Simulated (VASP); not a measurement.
**Cs: relaxation of cell and atoms with LDA**

Cs:

```
CELL_PARAMETERS angstrom
5.04746 0.00000 0.00000
-2.52373 4.37123 0.00000
0.00000 0.00000 7.16740
ATOMIC_POSITIONS crystal
Cs 0.00000 0.00000 0.00000
Cs 0.00000 0.00000 0.50000
Cs 0.33333 0.66667 0.25000
Cs 0.66667 0.33333 0.75000
```

This isn't the form of Cs at room conditions, which is bcc.

| Property | Result |
| --- | --- |
| Program | VASP 6.6.1 |
| Task | relaxation of cell and atoms |
| Functional | LDA |
| Potentials or basis | VASP PAW LDA potentials, release 64 (Cs_sv) |
| Cutoff | 500 eV |
| k mesh | 7 × 7 × 5 |
| Occupations | fermi-dirac, width 0.05 eV |
| Spin | no spin polarisation |
| Target pressure | 5 GPa |
| Dipole correction | no |
| Further INCAR settings | ALGO = Normal; EDIFF = 1e-07; IBRION = 2; EDIFFG = -0.005; NSW = 60; ISIF = 3 |

| Item | Value |
| --- | --- |
| Relaxed volume | 38.45 Å³/atom |
| Relaxed cell | a = 4.292 Å, b = 4.292 Å, c = 9.642 Å, α = 90.00°, β = 90.00°, γ = 120.00° |
| Space group after relaxing (to 0.1 Å) | P6_3/mmc (No. 194) |
| Energy change on relaxing (the run minimises the enthalpy) | -54.2 meV/atom |
| Ionic steps | 19 |
| Pressure after relaxing | 5.0 GPa |
| Band gap on the k mesh | zero (bands 18 and 19 overlap by 0.91 eV) |

Step by step:
```csv
step,energy change (eV),largest force (eV/Å),pressure (GPa),volume (Å³)
1,0.0000,0.0000,5.18,158.14
2,-0.0453,0.0000,5.01,159.17
3,-0.1758,0.0000,4.58,162.15
4,-0.3915,0.0000,3.88,167.60
5,-0.4649,0.0000,3.63,169.66
6,-0.4676,0.0000,3.64,169.52
7,-0.4755,0.0000,3.65,169.08
8,-0.4880,0.0000,3.70,168.03
9,-0.4883,0.0000,3.84,165.31
10,-0.3164,0.0000,4.56,157.58
11,-0.4186,0.0000,4.22,160.84
12,-0.3962,0.0000,4.30,159.99
13,-0.3350,0.0000,4.55,157.78
14,-0.2826,0.0000,4.78,156.03
15,-0.2699,0.0000,4.82,155.57
16,-0.2295,0.0000,4.95,154.20
17,-0.2182,0.0000,4.98,153.84
18,-0.2196,0.0000,4.98,153.88
19,-0.2167,0.0000,4.99,153.79
```

Final structure:
```
Cs
1.0
     4.29155    0.00000    0.00000
    -2.14578    3.71659    0.00000
     0.00000    0.00000    9.64208
Cs
4
Direct
  0.00000 0.00000 0.00000
  0.00000 0.00000 0.50000
  0.33333 0.66667 0.25000
  0.66667 0.33333 0.75000
```

Levels at points of the mesh, in eV from the Fermi level:
```
           k point  band 14  band 15  band 16  band 17  band 18  band 19  band 20  band 21  band 22
(0.00, 0.00, 0.00)    -9.66    -9.66    -9.06    -1.56    -1.31     0.04     0.30     0.97     0.97
```

Wall time 13 min on 1 thread of Intel(R) Xeon(R) Platinum 8488C (Sapphire Rapids), with other jobs on the host, peak memory 0.26 GiB.

Caveat: the cell is relaxed towards a set pressure, so the run minimises the enthalpy, not the energy; a cell axis changed by over 15 % at a fixed basis, so the end point is rough; spin-orbit coupling is left out, which moves the levels of the heavy elements.
